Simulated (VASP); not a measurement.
# N (P6_3/mmc) in VASP: single point with PBEsol

Aim: the single point of N with PBEsol.

Program: VASP 6.6.1. These are calculated values, not measurements. Logs are shortened: lines on timing, memory, paths and dates and some standing lists are left out, and cuts for length are marked.

**1. The cell of the first run**

It takes space group P6_3/mmc (No. 194, hexagonal). The conventional cell has a = 4.167 Å, b = 4.167 Å, c = 7.006 Å, α = 90.00°, β = 90.00°, γ = 120.00°. N (site symmetry 3m) has 1 N at 1.11 Å within 1.5 Å.

**2. Single point, PBEsol**

INCAR reads:

```
SYSTEM = N
PREC = Accurate
ENCUT = 1330
EDIFF = 1E-6
ISMEAR = 0
SIGMA = 0.01
LREAL = .False.
LASPH = .True.
NELM = 120
ALGO = Normal
ISIF = 2
LWAVE = .False.
LCHARG = .False.
GGA = PS
NBANDS = 18
GGA_COMPAT = .False.
```

KPOINTS reads:

```
Automatic mesh
0
Gamma
  7 7 4
  0 0 0.5
```

POSCAR reads:

```
N
1.0
    4.1672328100      0.0000000000      0.0000000000
   -2.0836164100      3.6089294800      0.0000000000
    0.0000000000      0.0000000000      7.0060035100
N
4
Direct
    0.3333333333      0.6666666667      0.3289300400
    0.3333333333      0.6666666667      0.1710699600
    0.6666666667      0.3333333333      0.8289300400
    0.6666666667      0.3333333333      0.6710699600
```

Potentials or basis: VASP PAW PBE potentials, release 64 (N_h).

Started as:

```console
> cat potpaw_PBE.64/N_h/POTCAR > POTCAR
> mpirun -np 1 vasp_std > vasp.out
```

OUTCAR:

```text
SYSTEM = N
   PREC = Accurate
   ENCUT = 1330
   EDIFF = 1E-6
   ISMEAR = 0
   LREAL = .False.
   LASPH = .True.
   NELM = 120
   ISIF = 2
   GGA = PS

 ion  position               nearest neighbor table
   1  0.333  0.667  0.329-   2 1.11
   2  0.333  0.667  0.171-   1 1.11
   3  0.667  0.333  0.829-   4 1.11
   4  0.667  0.333  0.671-   3 1.11

  LATTYP: Found a hexagonal cell.
 ALAT       =     4.1672328100
 C/A-ratio  =     1.6812124087

  Lattice vectors:

 A1 = (   4.1672328100,   0.0000000000,   0.0000000000)
 A2 = (  -2.0836164100,   3.6089294800,   0.0000000000)
 A3 = (   0.0000000000,   0.0000000000,   7.0060035100)

Analysis of symmetry for initial positions (statically):
=====================================================================
 Subroutine PRICEL returns:
 Original cell was already a primitive cell.

 Routine SETGRP: Setting up the symmetry group for a
 hexagonal supercell.

 Subroutine GETGRP returns: Found 24 space group operations
 (whereof 12 operations were pure point group operations)
 out of a pool of 24 trial point group operations.

The static configuration has the point symmetry D_3d.
 The point group associated with its full space group is D_6h.

Analysis of symmetry for dynamics (positions and initial velocities):
=====================================================================
 Subroutine PRICEL returns:
 Original cell was already a primitive cell.

 Routine SETGRP: Setting up the symmetry group for a
 hexagonal supercell.

 Subroutine GETGRP returns: Found 24 space group operations
 (whereof 12 operations were pure point group operations)
 out of a pool of 24 trial point group operations.

The dynamic configuration has the point symmetry D_3d.
 The point group associated with its full space group is D_6h.

 Subroutine INISYM returns: Found 24 space group operations
 (whereof 12 operations are pure point group operations),
 and found     1 'primitive' translations

----------------------------------------------------------------------------------------

                                     Primitive cell

  volume of cell :     105.3650

  direct lattice vectors                    reciprocal lattice vectors
     4.167232810  0.000000000  0.000000000     0.239967395  0.138545240  0.000000000
    -2.083616410  3.608929480  0.000000000     0.000000000  0.277090479  0.000000000
     0.000000000  0.000000000  7.006003510     0.000000000  0.000000000  0.142734727

  length of vectors
     4.167232810  4.167232815  7.006003510     0.277090480  0.277090479  0.142734727

  position of ions in fractional coordinates (direct lattice)
     0.333333333  0.666666667  0.328930040
     0.333333333  0.666666667  0.171069960
     0.666666667  0.333333333  0.828930040
     0.666666667  0.333333333  0.671069960

  ion indices of the primitive-cell ions
   primitive index   ion index
                 1           1
                 2           2
                 3           3
                 4           4

----------------------------------------------------------------------------------------

 KPOINTS: Automatic mesh

Automatic generation of k-mesh.
 Grid dimensions read from file:
 generate k-points for:    7    7    4

 Generating k-lattice:

  Cartesian coordinates                     Fractional coordinates (reciprocal lattice)
     0.034281056  0.019792177  0.000000000     0.142857143  0.000000000  0.000000000
     0.000000000  0.039584354  0.000000000     0.000000000  0.142857143  0.000000000
     0.000000000  0.000000000  0.035683682     0.000000000  0.000000000  0.250000000

  Length of vectors
     0.039584354  0.039584354  0.035683682

  Shift w.r.t. Gamma in fractional coordinates (k-lattice)
     0.000000000  0.000000000  0.500000000

 Subroutine IBZKPT returns following result:
 ===========================================

 Found     16 irreducible k-points:

 Following reciprocal coordinates:
            Coordinates               Weight
  0.000000  0.000000  0.125000      2.000000
  0.142857  0.000000  0.125000     12.000000
  0.285714  0.000000  0.125000     12.000000
  0.428571  0.000000  0.125000     12.000000
  0.142857  0.142857  0.125000     12.000000
  0.285714  0.142857  0.125000     24.000000
[... 8 lines left out ...]
  0.428571  0.142857  0.375000     12.000000
  0.285714  0.285714  0.375000     12.000000
   k-points           NKPTS =     16   k-points in BZ     NKDIM =     16   number of bands    NBANDS=     18
   number of dos      NEDOS =    301   number of ions     NIONS =      4
   total plane-waves  NPLWV = 210000
   dimension x,y,z NGX =    50 NGY =   50 NGZ =   84
   dimension x,y,z NGXF=   100 NGYF=  100 NGZF=  168
   ions per type =               4
   NGX,Y,Z   is equivalent  to a cutoff of  19.95, 19.95, 19.93 a.u.
   NGXF,Y,Z  is equivalent  to a cutoff of  39.89, 39.89, 39.86 a.u.
 SYSTEM =  N
   PREC   = accura    normal or accurate (medium, high low for compatibility)
   ISTART =      0    job   : 0-new  1-cont  2-samecut
   ICHARG =      2    charge: 1-file 2-atom 10-const
   ISPIN  =      1    spin polarized calculation?
   LNONCOLLINEAR =      F non collinear calculations
   LSORBIT =      F    spin-orbit coupling
   LASPH  =      T    aspherical Exc in radial PAW
   ENCUT  = 1330.0 eV  97.75 Ry    9.89 a.u.  12.39 12.39 20.83*2*pi/ulx,y,z
   NELM   =    120;   NELMIN=  2; NELMDL= -5     # of ELM steps
   EDIFF  = 0.1E-05   stopping-criterion for ELM
   LREAL  =      F    real-space projection
   EDIFFG = 0.1E-04   stopping-criterion for IOM
   NSW    =      0    number of steps for IOM
   IBRION =     -1    ionic relax: 0-MD 1-quasi-New 2-CG
   NFREE  =      0    steps in history (QN), initial steepest desc. (CG)
   ISIF   =      2    stress and relaxation
   ISYM   =      2    0-nonsym 1-usesym 2-fastsym
   POTIM  = 0.5000    time-step for ionic-motion
   TEBEG  =    0.0;   TEEND  =   0.0 temperature during run
   PSTRESS=    0.0 pullay stress
   NELECT =      20.0000    total number of electrons
   NUPDOWN=      -1.0000    fix difference up-down
   EMIN   =  10.00;   EMAX   =-10.00  energy-range for DOS
   EFERMI =   0.00;   METHOD = LEGACY
   ISMEAR =     0;   SIGMA  =   0.01  broadening in eV -4-tet -1-fermi 0-gaus
   EFERMI_NEDOS =   21; number of points for ismear=-14 and -15
   IALGO  =     38    algorithm
   IMIX   =      4    mixing-type and parameters
     AMIX     =   0.40;   BMIX     =  1.00
     AMIX_MAG =   1.60;   BMIX_MAG =  1.00
  volume/ion in A,a.u.               =      26.34       177.76
  Fermi-wavevector in a.u.,A,eV,Ry     =   0.940848  1.777944 12.043801  0.885194
  Thomas-Fermi vector in A             =   2.068300
   LORBIT       =      0    0 simple, 1 ext, 2 COOP (PROOUT), +10 PAW based schemes
   GGA     = PS    functional components
   LHFCALC =     F    Hartree Fock is set to
   AEXX    =    0.0000 exact exchange contribution
   IVDW    =     0    specifies the selected vdW correction
   LEPSILON=     F    determine dielectric tensor
   LRPA    =     F    only Hartree local field effects (RPA)
 non-spin polarized calculation
 Gauss-broadening in eV      SIGMA  =   0.01
  energy-cutoff  :     1330.00
  volume of cell :      105.37
 maximum number of plane-waves:     11634
 NGX is ok and might be reduce to    50
   NGX = 25   NGY = 25   NGZ = 41

 number of electron      20.0000000 magnetization

 Free energy of the ion-electron system (eV)
  ---------------------------------------------------
  ext. energy  EPLUGINS =         0.00000000
  ---------------------------------------------------
  free energy    TOTEN  =       -34.47888076 eV

  energy without entropy =      -34.47888076  energy(sigma->0) =      -34.47888076

 E-fermi :  -6.4345     XC(G=0):  -5.8250

 val. band max:       -6.5085139727   @ k =   0.0000   0.0000   0.1250
 cond. band min:       0.6144932509   @ k =   0.2857   0.2857   0.1250
 fundamental gap:      7.1230072236
 Fermi energy:        -6.4345361836

 k-point     1 :       0.0000    0.0000    0.1250
  band No.  band energies     occupation
      1     -24.8358      2.00000
      2     -24.8120      2.00000
      3     -10.5867      2.00000
      4      -9.9103      2.00000
      5      -8.2337      2.00000
      6      -8.2337      2.00000
[... 10 lines left out ...]
     17       6.3427      0.00000
     18      10.1088      0.00000

 k-point     2 :       0.1429    0.0000    0.1250
  band No.  band energies     occupation
      1     -24.8320      2.00000
      2     -24.8104      2.00000
      3     -10.5464      2.00000
      4      -9.9286      2.00000
      5      -8.2880      2.00000
      6      -8.2524      2.00000
[... 10 lines left out ...]
     17       6.6758      0.00000
     18       8.9027      0.00000

 k-point     3 :       0.2857    0.0000    0.1250
  band No.  band energies     occupation
      1     -24.8232      2.00000
      2     -24.8073      2.00000
      3     -10.4413      2.00000
      4      -9.9841      2.00000
      5      -8.4231      2.00000
      6      -8.3451      2.00000
[... 10 lines left out ...]
     17       7.4411      0.00000
     18       7.5230      0.00000

 k-point     4 :       0.4286    0.0000    0.1250
  band No.  band energies     occupation
      1     -24.8150      2.00000
      2     -24.8058      2.00000
      3     -10.3232      2.00000
      4     -10.0617      2.00000
      5      -8.5225      2.00000
      6      -8.4217      2.00000
[... 10 lines left out ...]
     17       6.4903      0.00000
     18       7.5939      0.00000

 k-point     5 :       0.1429    0.1429    0.1250
  band No.  band energies     occupation
      1     -24.8257      2.00000
      2     -24.8080      2.00000
      3     -10.4733      2.00000
      4      -9.9659      2.00000
      5      -8.3627      2.00000
      6      -8.3476      2.00000
[... 10 lines left out ...]
     17       7.2500      0.00000
     18       7.8828      0.00000

 k-point     6 :       0.2857    0.1429    0.1250
  band No.  band energies     occupation
      1     -24.8170      2.00000
      2     -24.8060      2.00000
      3     -10.3559      2.00000
      4     -10.0379      2.00000
      5      -8.4748      2.00000
      6      -8.4026      2.00000
[... 10 lines left out ...]
     17       6.8735      0.00000
     18       7.9063      0.00000

 k-point     7 :       0.4286    0.1429    0.1250
  band No.  band energies     occupation
      1     -24.8122      2.00000
      2     -24.8060      2.00000
      3     -10.2746      2.00000
      4     -10.0988      2.00000
      5      -8.5188      2.00000
      6      -8.4197      2.00000
[... 10 lines left out ...]
     17       6.5356      0.00000
     18       7.4694      0.00000

 k-point     8 :       0.2857    0.2857    0.1250
  band No.  band energies     occupation
      1     -24.8107      2.00000
      2     -24.8063      2.00000
      3     -10.2461      2.00000
      4     -10.1219      2.00000
      5      -8.4842      2.00000
      6      -8.4160      2.00000
[... 10 lines left out ...]
     17       6.5013      0.00000
     18       7.6724      0.00000
[... 61 lines left out ...]
     17       7.6412      0.00000
     18       7.9860      0.00000

 k-point    12 :       0.4286    0.0000    0.3750
  band No.  band energies     occupation
      1     -24.8123      2.00000
      2     -24.8085      2.00000
      3     -10.2623      2.00000
      4     -10.1561      2.00000
      5      -8.4576      2.00000
      6      -8.4100      2.00000
[... 10 lines left out ...]
     17       6.5393      0.00000
     18       6.9115      0.00000

 k-point    13 :       0.1429    0.1429    0.3750
  band No.  band energies     occupation
      1     -24.8206      2.00000
      2     -24.8132      2.00000
      3     -10.3501      2.00000
      4     -10.1452      2.00000
      5      -8.3191      2.00000
      6      -8.3189      2.00000
[... 10 lines left out ...]
     17       8.0611      0.00000
     18       8.1442      0.00000

 k-point    14 :       0.2857    0.1429    0.3750
  band No.  band energies     occupation
      1     -24.8138      2.00000
      2     -24.8092      2.00000
      3     -10.2800      2.00000
      4     -10.1510      2.00000
      5      -8.4159      2.00000
      6      -8.3808      2.00000
[... 10 lines left out ...]
     17       6.9993      0.00000
     18       7.3936      0.00000

 k-point    15 :       0.4286    0.1429    0.3750
  band No.  band energies     occupation
      1     -24.8104      2.00000
      2     -24.8078      2.00000
      3     -10.2367      2.00000
      4     -10.1652      2.00000
      5      -8.4556      2.00000
      6      -8.4063      2.00000
[... 10 lines left out ...]
     17       6.3794      0.00000
     18       6.6348      0.00000

 k-point    16 :       0.2857    0.2857    0.3750
  band No.  band energies     occupation
      1     -24.8094      2.00000
      2     -24.8076      2.00000
      3     -10.2224      2.00000
      4     -10.1718      2.00000
      5      -8.4261      2.00000
      6      -8.3824      2.00000
[... 10 lines left out ...]
     17       6.4652      0.00000
     18       6.8404      0.00000

------------------------ aborting loop because EDIFF is reached ----------------------------------------

  FORCE on cell =-STRESS in cart. coord.  units (eV):
  Direction    XX          YY          ZZ          XY          YZ          ZX
  --------------------------------------------------------------------------------------
  -------------------------------------------------------------------------------------
  Total        0.0500685      0.0500685     -1.4018936     -0.0000000     -0.0000000      0.0000000
  in kB        0.7613396      0.7613396    -21.3171495     -0.0000000     -0.0000000      0.0000000
  external PRESSURE =      -6.5981568 kB  Pullay stress =       0.0000000 kB

 VOLUME and BASIS-vectors are now :
 -----------------------------------------------------------------------------
  energy-cutoff  :     1330.00
  volume of cell :      105.37
      direct lattice vectors                 reciprocal lattice vectors
     4.167232810  0.000000000  0.000000000     0.239967395  0.138545240  0.000000000
    -2.083616410  3.608929480  0.000000000     0.000000000  0.277090479  0.000000000
     0.000000000  0.000000000  7.006003510     0.000000000  0.000000000  0.142734727

 POSITION                                       TOTAL-FORCE (eV/Angst)
 -----------------------------------------------------------------------------------
     -0.00000      2.40595      2.30449        -0.000000      0.000000     -0.666801
     -0.00000      2.40595      1.19852         0.000000      0.000000      0.666801
      2.08362      1.20298      5.80749         0.000000      0.000000     -0.666801
      2.08362      1.20298      4.70152         0.000000     -0.000000      0.666801
 -----------------------------------------------------------------------------------
    total drift:                               -0.000000      0.000000      0.000000

  FREE ENERGIE OF THE ION-ELECTRON SYSTEM (eV)
  ---------------------------------------------------
  free  energy   TOTEN  =       -34.4788807636 eV

  energy  without entropy=      -34.4788807636  energy(sigma->0) =      -34.47888076
```

Run time: 50 s. Hardware: 1 thread of Intel Xeon 6975P-C (Granite Rapids), shared host; peak memory 0.5 GiB.

Results:

```
Free energy            : -34.4789 eV
Pressure               : -0.7 GPa
Largest force          : 0.667 eV/Å
Band gap on the k mesh : 7.12 eV (least direct gap 7.38 eV)
```

Forces on the atoms (eV/Å):
```
N    0.000  0.000 -0.667
N    0.000  0.000  0.667
N    0.000  0.000 -0.667
N    0.000  0.000  0.667
```

Levels at points of the mesh, in eV from the valence-band top:
```csv
k point,band 8,band 9,band 10,band 11,band 12,band 13
"(0.00, 0.00, 0.12)",-1.63,-1.01,0.00,7.80,7.80,8.23
```

Caveat: this functional lacks dispersion, which holds the molecules together, so the pressure and a relaxed volume are unreliable; the PAW data sets were made with another functional, which shifts forces and pressure a little; a shifted mesh leaves out Γ, where band edges can lie.
